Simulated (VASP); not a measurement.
# Mg2C in VASP: notebook, part 2 of 2

VASP 6.6.1. The steps go on from the part before.

**4. Single point, PBE**

This run uses another cell than the first one, of 15.64 Å³/atom.

The input, INCAR:

```
ALGO = Normal ; EDIFF = 1E-6
ENCUT = 520 ; GGA = PE
ISIF = 2 ; ISMEAR = 0
LASPH = True ; LCHARG = True
LELF = True ; LREAL = False
LVHAR = True ; LWAVE = False
NBANDS = 11 ; NELM = 100
PREC = Accurate ; SIGMA = 0.1
```

The input, KPOINTS:

```
k-points
0
Gamma
  14 14 12
```

The input, POSCAR:

```
Mg2C
1.0
    3.1122111050      0.0000000000      0.0000000000
    0.0000000000      3.5098068748      0.0000000000
    0.0000000000      0.0000000000      4.2952552027
Mg C
2 1
Direct
    0.5000000000      0.0000000000      0.0000000000
    0.0000000000      0.5000000000      0.5000000000
    0.5000000000      0.0000000000      0.5000000000
```

Potentials or basis: VASP PAW PBE potentials, release 64 (Mg, C).

Started as:

```console
cat potpaw_PBE.64/Mg/POTCAR potpaw_PBE.64/C/POTCAR > POTCAR
mpirun -np 1 vasp_std > vasp.out
```

OUTCAR:

```text
EDIFF = 1E-6
   ENCUT = 520
   GGA = PE
   ISIF = 2
   ISMEAR = 0
   LASPH = True
   LREAL = False
   NELM = 100
   PREC = Accurate

 ion  position               nearest neighbor table
   1  0.500  0.000  0.000-   3 2.15   3 2.15   2 3.18   2 3.18   2 3.18   2 3.18   2 3.18   2 3.18
                             2 3.18   2 3.18
   2  0.000  0.500  0.500-   3 2.35   3 2.35   3 2.35   3 2.35   1 3.18   1 3.18   1 3.18   1 3.18
                             1 3.18   1 3.18   1 3.18   1 3.18
   3  0.500  0.000  0.500-   1 2.15   1 2.15   2 2.35   2 2.35   2 2.35   2 2.35

  LATTYP: Found a simple orthorhombic cell.
 ALAT       =     3.1122111050
 B/A-ratio  =     1.1277534706
 C/A-ratio  =     1.3801297720

  Lattice vectors:

 A1 = (   3.1122111050,   0.0000000000,   0.0000000000)
 A2 = (   0.0000000000,   3.5098068748,   0.0000000000)
 A3 = (   0.0000000000,   0.0000000000,   4.2952552027)

Analysis of symmetry for initial positions (statically):
=====================================================================
 Subroutine PRICEL returns:
 Original cell was already a primitive cell.

 Routine SETGRP: Setting up the symmetry group for a
 simple orthorhombic supercell.

 Subroutine GETGRP returns: Found  8 space group operations
 (whereof  8 operations were pure point group operations)
 out of a pool of  8 trial point group operations.

The static configuration has the point symmetry D_2h.

Analysis of symmetry for dynamics (positions and initial velocities):
=====================================================================
 Subroutine PRICEL returns:
 Original cell was already a primitive cell.

 Routine SETGRP: Setting up the symmetry group for a
 simple orthorhombic supercell.

 Subroutine GETGRP returns: Found  8 space group operations
[... 125 lines left out ...]
     AMIX_MAG =   1.60;   BMIX_MAG =  1.00
  volume/ion in A,a.u.               =      15.64       105.54
  Fermi-wavevector in a.u.,A,eV,Ry     =   0.907802  1.715497 11.212619  0.824104
  Thomas-Fermi vector in A             =   2.031653
   LORBIT       =      0    0 simple, 1 ext, 2 COOP (PROOUT), +10 PAW based schemes
   GGA     = PE    functional components
   LHFCALC =     F    Hartree Fock is set to
   AEXX    =    0.0000 exact exchange contribution
   IVDW    =     0    specifies the selected vdW correction
   LEPSILON=     F    determine dielectric tensor
   LRPA    =     F    only Hartree local field effects (RPA)
 non-spin polarized calculation
 Gauss-broadening in eV      SIGMA  =   0.10
  energy-cutoff  :      520.00
  volume of cell :       46.92
 maximum number of plane-waves:      1284
 NGX is ok and might be reduce to    24
   NGX = 11   NGY = 13   NGZ = 15

 number of electron       8.0000000 magnetization

 Free energy of the ion-electron system (eV)
  ---------------------------------------------------
  ext. energy  EPLUGINS =         0.00000000
  ---------------------------------------------------
  free energy    TOTEN  =       -10.59856836 eV

  energy without entropy =      -10.59257141  energy(sigma->0) =      -10.59556988

 E-fermi :   3.4497     XC(G=0):  -9.3482

 val. band max:        3.4467967757   @ k =   0.1429   0.5000   0.3333
 cond. band min:       3.4504343820   @ k =   0.2857   0.4286   0.3333
 fundamental gap:      0.0036376063
 Fermi energy:         3.4497115758

 k-point     1 :       0.0000    0.0000    0.0000
  band No.  band energies     occupation
      1      -7.5900      2.00000
      2       0.5908      2.00000
      3       1.1209      2.00000
      4       2.6852      2.00000
      5       4.2181      0.00000
      6       7.9499      0.00000
      7      10.3402      0.00000
      8      10.6096      0.00000
      9      11.7665      0.00000
     10      13.6858      0.00000
     11      14.4511      0.00000
[... 309 lines left out ...]
 k-point    24 :       0.5000    0.1429    0.0000
  band No.  band energies     occupation
      1      -5.8906      2.00000
      2      -1.2094      2.00000
      3       2.0329      2.00000
      4       2.5366      2.00000
      5       5.1285      0.00000
      6       5.7707      0.00000
      7       7.6440      0.00000
      8       9.2402      0.00000
      9      11.8255      0.00000
     10      12.5664      0.00000
     11      14.3476      0.00000

 [... further k-points ...]
[... 5 lines left out ...]
  --------------------------------------------------------------------------------------
  -------------------------------------------------------------------------------------
  Total       -0.0679340     -0.0549778     -0.0149440      0.0000000      0.0000000      0.0000000
  in kB       -2.3198306     -1.8774003     -0.5103115      0.0000000      0.0000000      0.0000000
  external PRESSURE =      -1.5691808 kB  Pullay stress =       0.0000000 kB

 VOLUME and BASIS-vectors are now :
 -----------------------------------------------------------------------------
  energy-cutoff  :      520.00
  volume of cell :       46.92
      direct lattice vectors                 reciprocal lattice vectors
     3.112211105  0.000000000  0.000000000     0.321314964  0.000000000  0.000000000
     0.000000000  3.509806875  0.000000000     0.000000000  0.284915961  0.000000000
     0.000000000  0.000000000  4.295255203     0.000000000  0.000000000  0.232815037

 POSITION                                       TOTAL-FORCE (eV/Angst)
 -----------------------------------------------------------------------------------
      1.55611      0.00000      0.00000         0.000000      0.000000      0.000000
      0.00000      1.75490      2.14763         0.000000      0.000000      0.000000
      1.55611      0.00000      2.14763         0.000000      0.000000      0.000000
 -----------------------------------------------------------------------------------
    total drift:                                0.000000     -0.000000     -0.000000

  FREE ENERGIE OF THE ION-ELECTRON SYSTEM (eV)
  ---------------------------------------------------
  free  energy   TOTEN  =       -10.5985683560 eV

  energy  without entropy=      -10.5925714057  energy(sigma->0) =      -10.59556988
```

OSZICAR:

```text
N       E                     dE             d eps       ncg     rms          rms(c)
DAV:   1     0.117738470981E+02    0.11774E+02   -0.31719E+03  9856   0.576E+02
DAV:   2    -0.118369112385E+02   -0.23611E+02   -0.21983E+02 12503   0.897E+01
DAV:   3    -0.138728174265E+02   -0.20359E+01   -0.20163E+01 12283   0.254E+01
DAV:   4    -0.138895553766E+02   -0.16738E-01   -0.16734E-01 11041   0.282E+00
DAV:   5    -0.138896552297E+02   -0.99853E-04   -0.99852E-04 11854   0.223E-01    0.855E+00
DAV:   6    -0.109519747783E+02    0.29377E+01   -0.34606E+01 11900   0.175E+01    0.385E+00
DAV:   7    -0.106329382858E+02    0.31904E+00   -0.16924E+00 10608   0.508E+00    0.168E+00
DAV:   8    -0.106051878526E+02    0.27750E-01   -0.26403E-01 10932   0.301E+00    0.620E-01
DAV:   9    -0.105994028448E+02    0.57850E-02   -0.19754E-02 11253   0.559E-01    0.313E-01
DAV:  10    -0.105986117578E+02    0.79109E-03   -0.38767E-03 10947   0.334E-01    0.320E-02
DAV:  11    -0.105985818728E+02    0.29885E-04   -0.35247E-04 11766   0.756E-02    0.285E-02
DAV:  12    -0.105985686522E+02    0.13221E-04   -0.57710E-05 11219   0.358E-02    0.579E-03
DAV:  13    -0.105985683560E+02    0.29615E-06   -0.34571E-06 10080   0.926E-03
   1 F= -.10598568E+02 E0= -.10595570E+02  d E =-.599695E-02
```

Run time: 3.9 min. Hardware: 1 thread of Intel Xeon 8259CL, shared host; peak memory 0.36 GiB.

What came out:

| Item | Value |
| --- | --- |
| Free energy | -10.5986 eV |
| Pressure | -0.2 GPa |
| Band gap on the k mesh | zero (bands 4 and 5 overlap by 1.86 eV) |

**5. Overview**

| cell | k mesh | smearing | gap on the mesh (eV) | pressure (GPa) |
| --- | --- | --- | --- | --- |
| a = 3.175, b = 3.450, c = 4.293 Å, 3 atoms, atomic positions A | 6 × 6 × 4 | gaussian 0.1 eV | none | -0.2 |
| a = 3.450, b = 3.175, c = 8.587 Å, angles 90.0, 90.0, 90.1°, 6 atoms, atomic positions B | 6 × 6 × 4 | gaussian 0.2 eV | none | -0.2 |
| a = 3.112, b = 3.510, c = 4.295 Å, 3 atoms, atomic positions A | 14 × 14 × 12 | gaussian 0.1 eV | none | -0.2 |

Alike in all rows: task single point; level PBE; potentials or basis VASP PAW PBE potentials, release 64 (Mg, C); no spin polarisation; cutoff (eV) 520.

Caveats: some runs use coarse meshes.

Absolute energies hang on the potentials; compare differences alone.
